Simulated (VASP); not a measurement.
Wanted: the native input for a VASP 6.6.1 run.

```
Task                   : single point
Functional             : PBE
Potentials or basis    : VASP PAW PBE potentials, release 64 (Se, Ag, In_d, Te)
Cutoff                 : 500 eV
k mesh                 : 5 × 5 × 3
Occupations            : gaussian, width 0.1 eV
Spin                   : no spin polarisation
Dipole correction      : no
Further INCAR settings : ALGO = Normal; EDIFF = 1e-06; NBANDS = 102
```

The structure of InAg9Te8Se2 lies in POSCAR:

```
InAg9Te8Se2
1.0
    2.9676480000      3.0021920000      5.7515870000
   -3.0185510000     -2.9862600000      5.7690720000
    8.8652310000     -5.8831270000      2.8340220000
Se Ag In Te
2 9 1 8
Direct
    0.7922630317      0.2830512115      0.7988751074
    0.3071496399      0.8155640839      0.8004028976
    0.1957903590      0.0021305501      0.6125675505
    0.0941706879      0.5111473327      0.8010777857
    0.0076722402      0.0016665973      0.9902121081
    0.4032229505      0.9965975301      0.2001108911
    0.3108362673      0.4945043455      0.3854161402
    0.8025370556      0.9966475491      0.4009596743
    0.6930759556      0.4959797675      0.6129362710
    0.5070126171      0.4957278033      0.9846517642
    0.8968089499      0.4962755105      0.2145802122
    0.5949198276      0.0026261435      0.8004914654
    0.9410594221      0.7539298426      0.5955405617
    0.7367672096      0.7533233589      0.0031576340
    0.1924643297      0.7107730252      0.1834364898
    0.0867277080      0.2044563370      0.4096141246
    0.5764176066      0.7180458392      0.4155257053
    0.4257514707      0.2830699880      0.5937509385
    0.2234668024      0.2796646474      0.0076864709
    0.6977555658      0.2103301192      0.1939788273
```

One way to write it, as run:

INCAR

```
ALGO     = Normal         # electronic algorithm
EDIFF    = 1E-6           # SCF threshold, eV
ENCUT    = 500            # plane-wave cutoff, eV
GGA      = PE             # functional
GGA_COMPAT= F            
ISIF     = 2              # what is computed and relaxed
ISMEAR   = 0              # smearing method
KPAR     = 4            
LASPH    = T              # aspherical terms in the spheres
LCHARG   = F              # write CHGCAR
LREAL    = F              # projectors in reciprocal space
LWAVE    = F              # write WAVECAR
NBANDS   = 102            # bands
NELM     = 120            # most SCF steps
PREC     = Accurate       # precision mode
SIGMA    = 0.1            # smearing width, eV
```

KPOINTS

```
k-points
0
Gamma
  5 5 3
```

Potentials or basis: VASP PAW PBE potentials, release 64 (Se, Ag, In_d, Te).

Run with:

```bash
$ cat potpaw_PBE.64/Se/POTCAR potpaw_PBE.64/Ag/POTCAR potpaw_PBE.64/In_d/POTCAR potpaw_PBE.64/Te/POTCAR > POTCAR
$ mpirun -np 4 vasp_std > vasp.out
```

It gave:

```json
{
  "Pressure": "0.0 GPa",
  "Largest force": "0.146 eV/Å",
  "Band gap on the k mesh": "zero (bands 86 and 87 overlap by 0.32 eV)"
}
```

Caveat: spin-orbit coupling is left out, which moves the levels of the heavy elements.

Run time: 16 min on 4 MPI ranks on Intel(R) Xeon(R) Platinum 8259CL CPU @ 2.50GHz (Skylake/Cascade Lake), with other jobs on the host, peak memory 1.5 GiB a rank.
